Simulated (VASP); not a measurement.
# CaF2 (Fluorite) (Fm-3m) in VASP: single point with LDA

Aim: the single point of CaF2 (Fluorite) with LDA.

Program: VASP 6.6.1. These are calculated values, not measurements. Logs are shortened: lines on timing, memory, paths and dates and some standing lists are left out, and cuts for length are marked.

**1. The cell of the first run**

Symmetry: Fm-3m, No. 225, cubic system. Conventional cell: a = 5.462 Å, b = 5.462 Å, c = 5.462 Å, α = 90.00°, β = 90.00°, γ = 90.00°. Within 3.1 Å of Ca (site symmetry m-3m) lie 8 F at 2.37 Å. Within 3.1 Å of F (site symmetry -43m) lie 4 Ca at 2.37 Å and 6 F at 2.73 Å.

**2. Single point, LDA**

The input, INCAR:

```
ALGO     = Normal         # electronic algorithm
EDIFF    = 1E-6           # SCF threshold, eV
ENCUT    = 600            # plane-wave cutoff, eV
GGA_COMPAT= False        
ISIF     = 2              # what is computed and relaxed
ISMEAR   = 0              # smearing method
LASPH    = True           # aspherical terms in the spheres
LCHARG   = False          # write CHGCAR
LREAL    = False          # projectors in reciprocal space
LWAVE    = False          # write WAVECAR
NBANDS   = 19             # bands
NELM     = 120            # most SCF steps
PREC     = Accurate       # precision mode
SIGMA    = 0.01           # smearing width, eV
```

The input, KPOINTS:

```
k-points
0
Gamma
  4 4 4
```

The input, POSCAR:

```
CaF2
1.0
    0.0000000000      2.7310000000      2.7310000000
    2.7310000000      0.0000000000      2.7310000000
    2.7310000000      2.7310000000      0.0000000000
Ca F
1 2
Direct
    0.0000000000      0.0000000000      0.0000000000
    0.2500000000      0.2500000000      0.2500000000
    0.7500000000      0.7500000000      0.7500000000
```

Potentials or basis: VASP PAW LDA potentials, release 64 (Ca_sv, F).

On the command line:

```sh
> cat potpaw_LDA.64/Ca_sv/POTCAR potpaw_LDA.64/F/POTCAR > POTCAR
> mpirun -np 1 vasp_std > vasp.out
```

OUTCAR:

```text
EDIFF = 1E-6
   ENCUT = 600
   ISIF = 2
   ISMEAR = 0
   LASPH = True
   LREAL = False
   NELM = 120
   PREC = Accurate

 ion  position               nearest neighbor table
   1  0.000  0.000  0.000-   3 2.37   3 2.37   3 2.37   2 2.37   3 2.37   2 2.37   2 2.37   2 2.37

   2  0.250  0.250  0.250-   1 2.37   1 2.37   1 2.37   1 2.37
   3  0.750  0.750  0.750-   1 2.37   1 2.37   1 2.37   1 2.37

  LATTYP: Found a face centered cubic cell.
 ALAT       =     5.4620000000

  Lattice vectors:

 A1 = (   0.0000000000,   2.7310000000,   2.7310000000)
 A2 = (   2.7310000000,   0.0000000000,   2.7310000000)
 A3 = (   2.7310000000,   2.7310000000,   0.0000000000)

Analysis of symmetry for initial positions (statically):
=====================================================================
 Subroutine PRICEL returns:
 Original cell was already a primitive cell.

 Routine SETGRP: Setting up the symmetry group for a
 face centered cubic supercell.

 Subroutine GETGRP returns: Found 48 space group operations
 (whereof 48 operations were pure point group operations)
 out of a pool of 48 trial point group operations.

The static configuration has the point symmetry O_h .

Analysis of symmetry for dynamics (positions and initial velocities):
=====================================================================
 Subroutine PRICEL returns:
 Original cell was already a primitive cell.

 Routine SETGRP: Setting up the symmetry group for a
 face centered cubic supercell.

 Subroutine GETGRP returns: Found 48 space group operations
 (whereof 48 operations were pure point group operations)
 out of a pool of 48 trial point group operations.

The dynamic configuration has the point symmetry O_h .

 Subroutine INISYM returns: Found 48 space group operations
 (whereof 48 operations are pure point group operations),
 and found     1 'primitive' translations

----------------------------------------------------------------------------------------

                                     Primitive cell

  volume of cell :      40.7376

  direct lattice vectors                    reciprocal lattice vectors
     0.000000000  2.731000000  2.731000000    -0.183083120  0.183083120  0.183083120
[... 67 lines left out ...]
   LSORBIT =      F    spin-orbit coupling
   LASPH  =      T    aspherical Exc in radial PAW
   ENCUT  =  600.0 eV  44.10 Ry    6.64 a.u.   7.71  7.71  7.71*2*pi/ulx,y,z
   NELM   =    120;   NELMIN=  2; NELMDL= -5     # of ELM steps
   EDIFF  = 0.1E-05   stopping-criterion for ELM
   LREAL  =      F    real-space projection
   EDIFFG = 0.1E-04   stopping-criterion for IOM
   NSW    =      0    number of steps for IOM
   IBRION =     -1    ionic relax: 0-MD 1-quasi-New 2-CG
   NFREE  =      0    steps in history (QN), initial steepest desc. (CG)
   ISIF   =      2    stress and relaxation
   ISYM   =      2    0-nonsym 1-usesym 2-fastsym
   POTIM  = 0.5000    time-step for ionic-motion
   TEBEG  =    0.0;   TEEND  =   0.0 temperature during run
   PSTRESS=    0.0 pullay stress
   NELECT =      24.0000    total number of electrons
   NUPDOWN=      -1.0000    fix difference up-down
   EMIN   =  10.00;   EMAX   =-10.00  energy-range for DOS
   EFERMI =   0.00;   METHOD = LEGACY
   ISMEAR =     0;   SIGMA  =   0.01  broadening in eV -4-tet -1-fermi 0-gaus
   EFERMI_NEDOS =   21; number of points for ismear=-14 and -15
   IALGO  =     38    algorithm
   IMIX   =      4    mixing-type and parameters
     AMIX     =   0.40;   BMIX     =  1.00
     AMIX_MAG =   1.60;   BMIX_MAG =  1.00
  volume/ion in A,a.u.               =      13.58        91.64
  Fermi-wavevector in a.u.,A,eV,Ry     =   1.372398  2.593457 25.626266  1.883477
  Thomas-Fermi vector in A             =   2.498009
   LORBIT       =      0    0 simple, 1 ext, 2 COOP (PROOUT), +10 PAW based schemes
   GGA     = CA    functional components
   LHFCALC =     F    Hartree Fock is set to
   AEXX    =    0.0000 exact exchange contribution
   IVDW    =     0    specifies the selected vdW correction
   LEPSILON=     F    determine dielectric tensor
   LRPA    =     F    only Hartree local field effects (RPA)
 non-spin polarized calculation
 Gauss-broadening in eV      SIGMA  =   0.01
  energy-cutoff  :      600.00
  volume of cell :       40.74
 maximum number of plane-waves:      1380
 NGX is ok and might be reduce to    32
   NGX = 15   NGY = 15   NGZ = 15

 number of electron      23.9999989 magnetization

 Free energy of the ion-electron system (eV)
  ---------------------------------------------------
  ext. energy  EPLUGINS =         0.00000000
  ---------------------------------------------------
  free energy    TOTEN  =       -18.96203623 eV

  energy without entropy =      -18.96203623  energy(sigma->0) =      -18.96203623

 E-fermi :  -1.2674     XC(G=0): -10.3717

 val. band max:       -1.3617102273   @ k =   0.5000   0.5000   0.0000
 cond. band min:       5.5439269981   @ k =   0.0000   0.0000   0.0000
 fundamental gap:      6.9056372254
 Fermi energy:        -1.2674159151

 k-point     1 :       0.0000    0.0000    0.0000
  band No.  band energies     occupation
      1     -36.7927      2.00000
      2     -20.8917      2.00000
      3     -20.0725      2.00000
      4     -18.0344      2.00000
      5     -18.0344      2.00000
      6     -18.0344      2.00000
[... 153 lines left out ...]
      6     -17.6581      2.00000
[... 11 lines left out ...]
     18      12.8158      0.00000
     19      13.9013      0.00000

------------------------ aborting loop because EDIFF is reached ----------------------------------------

  FORCE on cell =-STRESS in cart. coord.  units (eV):
  Direction    XX          YY          ZZ          XY          YZ          ZX
  --------------------------------------------------------------------------------------
  -------------------------------------------------------------------------------------
  Total       -1.5632825     -1.5632825     -1.5632825     -0.0000000      0.0000000      0.0000000
  in kB      -61.4827022    -61.4827022    -61.4827022     -0.0000000      0.0000000      0.0000000
  external PRESSURE =     -61.4827022 kB  Pullay stress =       0.0000000 kB

 VOLUME and BASIS-vectors are now :
 -----------------------------------------------------------------------------
  energy-cutoff  :      600.00
  volume of cell :       40.74
      direct lattice vectors                 reciprocal lattice vectors
     0.000000000  2.731000000  2.731000000    -0.183083120  0.183083120  0.183083120
     2.731000000  0.000000000  2.731000000     0.183083120 -0.183083120  0.183083120
     2.731000000  2.731000000  0.000000000     0.183083120  0.183083120 -0.183083120

 POSITION                                       TOTAL-FORCE (eV/Angst)
 -----------------------------------------------------------------------------------
      0.00000      0.00000      0.00000        -0.000000      0.000000     -0.000000
      1.36550      1.36550      1.36550         0.000000      0.000000      0.000000
      4.09650      4.09650      4.09650        -0.000000     -0.000000     -0.000000
 -----------------------------------------------------------------------------------
    total drift:                                0.000000     -0.000000      0.000000

  FREE ENERGIE OF THE ION-ELECTRON SYSTEM (eV)
  ---------------------------------------------------
  free  energy   TOTEN  =       -18.9620362279 eV

  energy  without entropy=      -18.9620362279  energy(sigma->0) =      -18.96203623
```

OSZICAR:

```text
N       E                     dE             d eps       ncg     rms          rms(c)
DAV:   1     0.235628149294E+03    0.23563E+03   -0.14781E+04   304   0.146E+03
DAV:   2    -0.750296119079E+01   -0.24313E+03   -0.23595E+03   365   0.371E+02
DAV:   3    -0.196647717528E+02   -0.12162E+02   -0.12111E+02   342   0.882E+01
DAV:   4    -0.202365286701E+02   -0.57176E+00   -0.57033E+00   479   0.131E+01
DAV:   5    -0.202410714726E+02   -0.45428E-02   -0.45428E-02   339   0.142E+00    0.771E+00
DAV:   6    -0.190265125789E+02    0.12146E+01   -0.50508E+00   325   0.155E+01    0.306E+00
DAV:   7    -0.189820210634E+02    0.44492E-01   -0.12470E-01   354   0.353E+00    0.170E+00
DAV:   8    -0.189615388594E+02    0.20482E-01   -0.32835E-02   357   0.203E+00    0.203E-01
DAV:   9    -0.189618109730E+02   -0.27211E-03   -0.42144E-03   385   0.488E-01    0.100E-01
DAV:  10    -0.189620372562E+02   -0.22628E-03   -0.61893E-04   336   0.198E-01    0.161E-02
DAV:  11    -0.189620393851E+02   -0.21289E-05   -0.56585E-05   361   0.611E-02    0.137E-02
DAV:  12    -0.189620360512E+02    0.33339E-05   -0.13221E-05   393   0.356E-02    0.194E-03
DAV:  13    -0.189620362279E+02   -0.17673E-06   -0.15967E-06   274   0.114E-02
   1 F= -.18962036E+02 E0= -.18962036E+02  d E =-.641847E-42
```

Run time: 12 s. Hardware: 1 thread of Intel Xeon 8259CL, shared host; peak memory 0.15 GiB.

Results:

```yaml
Free_energy: -18.9620 eV
Pressure: -6.1 GPa
Band_gap_on_the_k_mesh: 6.91 eV, indirect (least direct gap 7.17 eV)
```

Caveat: the k points lie up to 0.50 Å⁻¹ apart. A k mesh can miss the band edges.
